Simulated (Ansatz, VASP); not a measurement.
**Two plane-wave programs on B3N**

```
CELL_PARAMETERS angstrom
3.48288 0.00000 0.00000
0.00000 4.45905 0.00000
0.00000 0.00000 3.45487
ATOMIC_POSITIONS crystal
B 0.50000 0.28660 0.25000
B 0.00000 0.30418 0.75000
B 0.20839 0.00000 0.00000
B 0.79161 0.00000 0.50000
B 0.00000 0.69582 0.25000
B 0.50000 0.71340 0.75000
N 0.74443 0.50000 0.00000
N 0.25557 0.50000 0.50000
```

Change from the starting cell: the structure that the rattled cell fell into.

Alike in both runs: task relaxation of cell and atoms; functional PBE; k mesh 10 × 8 × 10; occupations gaussian, width 0.1 eV; no spin polarisation.

|  | VASP | Ansatz |
| --- | --- | --- |
| version | VASP 6.6.1 | Ansatz 0.2.0 |
| potentials or method | VASP PAW PBE potentials, release 64 (B, N), cutoff 600 eV | scalar-relativistic, plane waves, PAW |
| valence electrons in the cell | 28 | 28 |

```tsv
	VASP	Ansatz	Ansatz less VASP
gap on the k mesh at the Fermi level, each at its own relaxed structure (eV)	none	none	-
relaxed volume (Å³/atom)	6.71	6.72	+0.002
relaxed length of the cell vector where the two differ most in proportion (Å)	3.460	3.461	+0.0007
```

A gap of «none» marks a metal or a gap that the smearing closes.
